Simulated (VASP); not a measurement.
Write the native input for VASP 6.6.1 that does the following.

```
Task                   : single point
Functional             : PBE
Potentials or basis    : VASP PAW PBE potentials, release 64 (In_d, P)
Cutoff                 : 520 eV
k mesh                 : 16 × 16 × 16
Occupations            : gaussian, width 0.15 eV
Spin                   : no spin polarisation
Dipole correction      : no
Further INCAR settings : ALGO = Normal; EDIFF = 1e-07; NBANDS = 16
```

The structure of InP lies in POSCAR:

```
InP
1.0
    0.0000000000      3.2047904760      2.2657868665
    3.2047904760      0.0000000000      2.2657868665
    3.2047904760      3.2047904760      0.0000000000
In P
1 1
Direct
    0.0000000000      0.0000000000      0.0000000000
    0.5000000000      0.5000000000      0.5000000000
```

This cell differs from its parent crystal: ratio of the length along z to the lengths across it x 0.707, volume and fractional coordinates fixed.

These files were run (other wordings do the same):

INCAR

```
SYSTEM = InP
  PREC = Accurate
  ENCUT = 520
  EDIFF = 1E-7
  ISMEAR = 0
  SIGMA = 0.15
  LREAL = .False.
  LASPH = .True.
  NELM = 60
  ALGO = Normal
  ISIF = 2
  LWAVE = .False.
  LCHARG = .False.
  GGA = PE
  NBANDS = 16
```

KPOINTS

```
regular mesh
0
Gamma
  16 16 16
  0 0 0
```

Potentials or basis: VASP PAW PBE potentials, release 64 (In_d, P).

The run is started by

```sh
$ cat potpaw_PBE.64/In_d/POTCAR potpaw_PBE.64/P/POTCAR > POTCAR
$ mpirun -np 1 vasp_std > vasp.out
```

It gave:

```json
{"Pressure": "11.5 GPa", "Band gap on the k mesh": "zero (band 9 reaches 6.27 eV, above the bottom of band 10 at 3.74 eV)"}
```

Caveat: spin-orbit coupling is left out, which moves the levels of the heavy elements.

Run time: 4.3 min on 1 thread of Intel Xeon 6975P-C, on a shared host, peak memory 0.37 GiB.
